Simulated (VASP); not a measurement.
# Pt (R-3m) in VASP: a series of runs

Pt is run at these levels: PBE; tasks: single point.

All numbers are computed with VASP 6.6.1; they aren't measurements. Logs are shortened: lines on timing, memory, paths and dates and some standing lists are left out, and cuts for length are marked.

**1. The cell of the first run**

The structure is trigonal, space group R-3m (No. 166). The conventional cell has a = 3.046 Å, b = 3.046 Å, c = 5.913 Å, α = 90.00°, β = 90.00°, γ = 120.00°. Within 3.5 Å of Pt (site symmetry -3m) lie 12 Pt at 2.64 to 3.05 Å.

**2. Single point, PBE**

Input file INCAR:

```
PREC = Accurate ; ENCUT = 520
EDIFF = 1E-6 ; ISMEAR = 0
SIGMA = 0.15 ; LREAL = F
LASPH = T ; NELM = 60
ALGO = Normal ; ISIF = 2
LWAVE = F ; LCHARG = F
GGA = PE ; NBANDS = 11
```

Input file KPOINTS:

```
regular mesh
0
Gamma
  20 20 20
```

Input file POSCAR:

```
Pt
1.0
   -0.2977447067      1.8559420053      1.8559420053
    1.8559420053     -0.2977447067      1.8559420053
    1.8559420053      1.8559420053     -0.2977447067
Pt
1
Direct
    0.0000000000      0.0000000000      0.0000000000
```

Potentials or basis: VASP PAW PBE potentials, release 64 (Pt).

Launch:

```console
$ cat potpaw_PBE.64/Pt/POTCAR > POTCAR
$ mpirun -np 1 vasp_std > vasp.out
```

OUTCAR:

```text
PREC = Accurate
   ENCUT = 520
   EDIFF = 1E-6
   ISMEAR = 0
   LREAL = F
   LASPH = T
   NELM = 60
   ISIF = 2
   GGA = PE

 ion  position               nearest neighbor table
   1  0.000  0.000  0.000-

  LATTYP: Found a trigonal (rhomboedric) cell.
 ALAT       =     2.6415323894
 COS(alpha) =     0.3352579124

  Lattice vectors:

 A1 = (  -0.2977447067,   1.8559420053,   1.8559420053)
 A2 = (   1.8559420053,  -0.2977447067,   1.8559420053)
 A3 = (   1.8559420053,   1.8559420053,  -0.2977447067)

Analysis of symmetry for initial positions (statically):
=====================================================================
 Subroutine PRICEL returns:
 Original cell was already a primitive cell.

 Routine SETGRP: Setting up the symmetry group for a
 trigonal (rhombohedral) supercell.

 Subroutine GETGRP returns: Found 12 space group operations
 (whereof 12 operations were pure point group operations)
 out of a pool of 12 trial point group operations.

The static configuration has the point symmetry D_3d.

Analysis of symmetry for dynamics (positions and initial velocities):
=====================================================================
 Subroutine PRICEL returns:
 Original cell was already a primitive cell.

 Routine SETGRP: Setting up the symmetry group for a
 trigonal (rhombohedral) supercell.

 Subroutine GETGRP returns: Found 12 space group operations
 (whereof 12 operations were pure point group operations)
 out of a pool of 12 trial point group operations.

The dynamic configuration has the point symmetry D_3d.

 Subroutine INISYM returns: Found 12 space group operations
 (whereof 12 operations are pure point group operations),
 and found     1 'primitive' translations

----------------------------------------------------------------------------------------

                                     Primitive cell

  volume of cell :      15.8360

  direct lattice vectors                    reciprocal lattice vectors
    -0.297744707  1.855942005  1.855942005    -0.211913528  0.252406559  0.252406559
     1.855942005 -0.297744707  1.855942005     0.252406559 -0.211913528  0.252406559
     1.855942005  1.855942005 -0.297744707     0.252406559  0.252406559 -0.211913528

  length of vectors
     2.641532389  2.641532389  2.641532389     0.415121048  0.415121048  0.415121048

  position of ions in fractional coordinates (direct lattice)
     0.000000000  0.000000000  0.000000000

  ion indices of the primitive-cell ions
   primitive index   ion index
                 1           1

----------------------------------------------------------------------------------------

 KPOINTS: regular mesh

Automatic generation of k-mesh.
 Grid dimensions read from file:
 generate k-points for:   20   20   20

 Generating k-lattice:

  Cartesian coordinates                     Fractional coordinates (reciprocal lattice)
    -0.010595676  0.012620328  0.012620328     0.050000000  0.000000000  0.000000000
     0.012620328 -0.010595676  0.012620328     0.000000000  0.050000000  0.000000000
     0.012620328  0.012620328 -0.010595676     0.000000000  0.000000000  0.050000000

  Length of vectors
     0.020756052  0.020756052  0.020756052

  Shift w.r.t. Gamma in fractional coordinates (k-lattice)
     0.000000000  0.000000000  0.000000000

 Subroutine IBZKPT returns following result:
 ===========================================

 Found    781 irreducible k-points:

 Following reciprocal coordinates:
            Coordinates               Weight
  0.000000  0.000000  0.000000      1.000000
  0.050000  0.000000  0.000000      6.000000
  0.100000 -0.000000 -0.000000      6.000000
  0.150000 -0.000000 -0.000000      6.000000
  0.200000 -0.000000 -0.000000      6.000000
  0.250000  0.000000  0.000000      6.000000
[... 16 lines left out ...]
 -0.400000  0.050000  0.000000     12.000000
 -0.350000  0.050000 -0.000000     12.000000
 [... further k-points ...]
   k-points           NKPTS =    781   k-points in BZ     NKDIM =    781   number of bands    NBANDS=     11
   number of dos      NEDOS =    301   number of ions     NIONS =      1
   total plane-waves  NPLWV =   8000
   dimension x,y,z NGX =    20 NGY =   20 NGZ =   20
   dimension x,y,z NGXF=    40 NGYF=   40 NGZF=   40
   ions per type =               1
   NGX,Y,Z   is equivalent  to a cutoff of  12.59, 12.59, 12.59 a.u.
   NGXF,Y,Z  is equivalent  to a cutoff of  25.17, 25.17, 25.17 a.u.
 SYSTEM =  unknown system
   PREC   = accura    normal or accurate (medium, high low for compatibility)
   ISTART =      0    job   : 0-new  1-cont  2-samecut
   ICHARG =      2    charge: 1-file 2-atom 10-const
   ISPIN  =      1    spin polarized calculation?
   LNONCOLLINEAR =      F non collinear calculations
   LSORBIT =      F    spin-orbit coupling
   LASPH  =      T    aspherical Exc in radial PAW
   ENCUT  =  520.0 eV  38.22 Ry    6.18 a.u.   4.91  4.91  4.91*2*pi/ulx,y,z
   NELM   =     60;   NELMIN=  2; NELMDL= -5     # of ELM steps
   EDIFF  = 0.1E-05   stopping-criterion for ELM
   LREAL  =      F    real-space projection
   EDIFFG = 0.1E-04   stopping-criterion for IOM
   NSW    =      0    number of steps for IOM
   IBRION =     -1    ionic relax: 0-MD 1-quasi-New 2-CG
   NFREE  =      0    steps in history (QN), initial steepest desc. (CG)
   ISIF   =      2    stress and relaxation
   ISYM   =      2    0-nonsym 1-usesym 2-fastsym
   POTIM  = 0.5000    time-step for ionic-motion
   TEBEG  =    0.0;   TEEND  =   0.0 temperature during run
   PSTRESS=    0.0 pullay stress
   NELECT =      10.0000    total number of electrons
   NUPDOWN=      -1.0000    fix difference up-down
   EMIN   =  10.00;   EMAX   =-10.00  energy-range for DOS
   EFERMI =   0.00;   METHOD = LEGACY
   ISMEAR =     0;   SIGMA  =   0.15  broadening in eV -4-tet -1-fermi 0-gaus
   EFERMI_NEDOS =   21; number of points for ismear=-14 and -15
   IALGO  =     38    algorithm
   IMIX   =      4    mixing-type and parameters
     AMIX     =   0.40;   BMIX     =  1.00
     AMIX_MAG =   1.60;   BMIX_MAG =  1.00
  volume/ion in A,a.u.               =      15.84       106.87
  Fermi-wavevector in a.u.,A,eV,Ry     =   1.404514  2.654147 26.839662  1.972660
  Thomas-Fermi vector in A             =   2.527068
   LORBIT       =      0    0 simple, 1 ext, 2 COOP (PROOUT), +10 PAW based schemes
   GGA     = PE    functional components
   LHFCALC =     F    Hartree Fock is set to
   AEXX    =    0.0000 exact exchange contribution
   IVDW    =     0    specifies the selected vdW correction
   LEPSILON=     F    determine dielectric tensor
   LRPA    =     F    only Hartree local field effects (RPA)
 non-spin polarized calculation
 Gauss-broadening in eV      SIGMA  =   0.15
  energy-cutoff  :      520.00
  volume of cell :       15.84
 maximum number of plane-waves:       442
   NGX =  9   NGY =  9   NGZ =  9

 number of electron      10.0000000 magnetization

 Free energy of the ion-electron system (eV)
  ---------------------------------------------------
  ext. energy  EPLUGINS =         0.00000000
  ---------------------------------------------------
  free energy    TOTEN  =        -5.87764670 eV

  energy without entropy =       -5.86537901  energy(sigma->0) =       -5.87151286

 E-fermi :  10.1747     XC(G=0): -13.1489

 val. band max:       10.1736931738   @ k =  -0.3000   0.4000   0.3000
 cond. band min:      10.1752660144   @ k =   0.3500   0.1500   0.1000
 fundamental gap:      0.0015728406
 Fermi energy:        10.1746585760

 k-point     1 :       0.0000    0.0000    0.0000
  band No.  band energies     occupation
      1       0.6828      2.00000
      2       5.4302      2.00000
      3       5.4302      2.00000
      4       8.7915      2.00000
      5       9.4478      2.00000
      6       9.4478      2.00000
      7      24.7992      0.00000
      8      27.9670      0.00000
      9      27.9670      0.00000
     10      35.0448      0.00000
     11      35.9195      0.00000

 k-point     2 :       0.0500    0.0000    0.0000
  band No.  band energies     occupation
      1       0.7695      2.00000
      2       5.4419      2.00000
      3       5.4575      2.00000
      4       8.7872      2.00000
      5       9.4181      2.00000
      6       9.4345      2.00000
      7      24.9010      0.00000
      8      27.6221      0.00000
      9      28.1337      0.00000
     10      35.0320      0.00000
     11      36.2915      0.00000

 k-point     3 :       0.1000   -0.0000   -0.0000
  band No.  band energies     occupation
      1       1.0221      2.00000
      2       5.4729      2.00000
      3       5.5376      2.00000
      4       8.7837      2.00000
      5       9.3393      2.00000
      6       9.3993      2.00000
      7      25.1252      0.00000
      8      26.7683      0.00000
      9      28.6218      0.00000
     10      35.1335      0.00000
     11      36.3447      0.00000

 k-point     4 :       0.1500   -0.0000   -0.0000
  band No.  band energies     occupation
      1       1.4159      2.00000
      2       5.5115      2.00000
      3       5.6695      2.00000
      4       8.8026      2.00000
      5       9.2391      2.00000
      6       9.3582      2.00000
      7      24.8217      0.00000
      8      26.1965      0.00000
      9      29.3958      0.00000
     10      34.6515      0.00000
     11      34.9076      0.00000
[... 239 lines left out ...]
 k-point    22 :      -0.4500    0.0500    0.0000
  band No.  band energies     occupation
      1       3.4031      2.00000
      2       5.4076      2.00000
      3       8.6552      2.00000
      4       8.7915      2.00000
      5       9.9242      1.98180
      6      10.2990      0.24119
      7      15.7691      0.00000
      8      25.7193      0.00000
      9      27.8831      0.00000
     10      32.3584      0.00000
     11      36.4493      0.00000

 k-point    23 :      -0.4000    0.0500    0.0000
  band No.  band energies     occupation
      1       3.3511      2.00000
      2       5.4405      2.00000
      3       8.2811      2.00000
      4       8.7538      2.00000
      5       9.6574      2.00000
      6      10.0737      1.65876
      7      16.7579      0.00000
      8      25.8940      0.00000
      9      28.1680      0.00000
     10      32.9338      0.00000
     11      36.1560      0.00000

 k-point    24 :      -0.3500    0.0500   -0.0000
  band No.  band energies     occupation
      1       3.2291      2.00000
      2       5.4883      2.00000
      3       7.5202      2.00000
      4       8.7729      2.00000
      5       9.4141      2.00000
      6       9.9234      1.98218
      7      18.1445      0.00000
      8      26.1561      0.00000
      9      28.7173      0.00000
     10      33.6777      0.00000
     11      35.2203      0.00000

 [... further k-points ...]

------------------------ aborting loop because EDIFF is reached ----------------------------------------

  FORCE on cell =-STRESS in cart. coord.  units (eV):
  Direction    XX          YY          ZZ          XY          YZ          ZX
  --------------------------------------------------------------------------------------
  -------------------------------------------------------------------------------------
  Total        0.8529279      0.8529279      0.8529279      0.9292737      0.9292737      0.9292737
  in kB       86.2932065     86.2932065     86.2932065     94.0173339     94.0173339     94.0173339
  external PRESSURE =      86.2932065 kB  Pullay stress =       0.0000000 kB

 VOLUME and BASIS-vectors are now :
 -----------------------------------------------------------------------------
  energy-cutoff  :      520.00
  volume of cell :       15.84
      direct lattice vectors                 reciprocal lattice vectors
    -0.297744707  1.855942005  1.855942005    -0.211913528  0.252406559  0.252406559
     1.855942005 -0.297744707  1.855942005     0.252406559 -0.211913528  0.252406559
     1.855942005  1.855942005 -0.297744707     0.252406559  0.252406559 -0.211913528

 POSITION                                       TOTAL-FORCE (eV/Angst)
 -----------------------------------------------------------------------------------
      0.00000      0.00000      0.00000         0.000000      0.000000      0.000000
 -----------------------------------------------------------------------------------
    total drift:                                0.000000      0.000000      0.000000

  FREE ENERGIE OF THE ION-ELECTRON SYSTEM (eV)
  ---------------------------------------------------
  free  energy   TOTEN  =        -5.8776467044 eV

  energy  without entropy=       -5.8653790071  energy(sigma->0) =       -5.87151286
```

Run time: 32 s. Hardware: 1 thread of Intel Xeon 6975P-C (Granite Rapids), shared host; peak memory 0.24 GiB.

Results:

| Quantity | Value |
| --- | --- |
| Free energy | -5.8776 eV |
| Pressure | 8.6 GPa |
| Band gap on the k mesh | zero (bands 5 and 6 overlap by 3.40 eV) |

Stress tensor (GPa, compression positive):
```
8.63 9.40 9.40
9.40 8.63 9.40
9.40 9.40 8.63
```

Levels at points of the mesh, in eV from the Fermi level:
| k point | band 3 | band 4 | band 5 | band 6 | band 7 | band 8 |
| --- | --- | --- | --- | --- | --- | --- |
| (0.00, 0.00, 0.00) | -4.74 | -1.38 | -0.73 | -0.73 | 14.62 | 17.79 |
| (0.50, 0.00, 0.00) | -1.44 | -0.82 | -0.56 | 0.03 | 5.32 | 15.45 |
| (0.50, 0.50, 0.00) | -0.37 | 0.03 | 1.45 | 2.37 | 8.84 | 9.18 |
| (0.50, 0.50, 0.50) | -3.98 | 1.14 | 1.14 | 2.41 | 9.40 | 12.77 |

Caveat: the cell stands under pressure; spin-orbit coupling is left out, which moves the levels of the heavy elements.

**3. Single point, PBE**

This run uses another cell than the first one, of 15.99 Å³/atom.

Input file INCAR:

```
SYSTEM = Pt
PREC = Accurate
ENCUT = 520
EDIFF = 1E-6
ISMEAR = 0
SIGMA = 0.15
LREAL = .False.
LASPH = .True.
NELM = 80
ALGO = Normal
ISIF = 2
LWAVE = .False.
LCHARG = .False.
GGA = PE
NBANDS = 11
```

Input file KPOINTS:

```
regular mesh
0
Gamma
  20 20 20
  0 0 0
```

Input file POSCAR:

```
Pt
1.0
   -0.1984964712      1.9055661230      1.9055661230
    1.9055661230     -0.1984964712      1.9055661230
    1.9055661230      1.9055661230     -0.1984964712
Pt
1
Direct
    0.0000000000      0.0000000000      0.0000000000
```

Potentials or basis: VASP PAW PBE potentials, release 64 (Pt).

Launch:

```console
$ cat potpaw_PBE.64/Pt/POTCAR > POTCAR
$ mpirun -np 1 vasp_std > vasp.out
```

It took 38 s on 1 thread of Intel Xeon 6975P-C (Granite Rapids), shared host; peak memory 0.24 GiB.

Results (log left out):

```yaml
Free_energy: -6.0076 eV
Pressure: -0.3 GPa
Band_gap_on_the_k_mesh: zero (bands 5 and 6 overlap by 2.83 eV)
```

Stress tensor (GPa, compression positive):
```
-0.26  6.38  6.38
 6.38 -0.26  6.38
 6.38  6.38 -0.26
```

Levels at points of the mesh, in eV from the Fermi level:
| k point | band 3 | band 4 | band 5 | band 6 | band 7 | band 8 |
| --- | --- | --- | --- | --- | --- | --- |
| (0.00, 0.00, 0.00) | -4.23 | -2.14 | -1.11 | -1.11 | 14.64 | 18.14 |
| (0.50, 0.00, 0.00) | -2.20 | -0.56 | -0.50 | 0.17 | 5.12 | 14.89 |
| (0.50, 0.50, 0.00) | -0.24 | 0.23 | 0.97 | 2.10 | 8.63 | 9.54 |
| (0.50, 0.50, 0.50) | -3.75 | 0.61 | 0.61 | 1.33 | 7.78 | 13.27 |

Caveat: spin-orbit coupling is left out, which moves the levels of the heavy elements.

(Continued in part 2 of 3.)
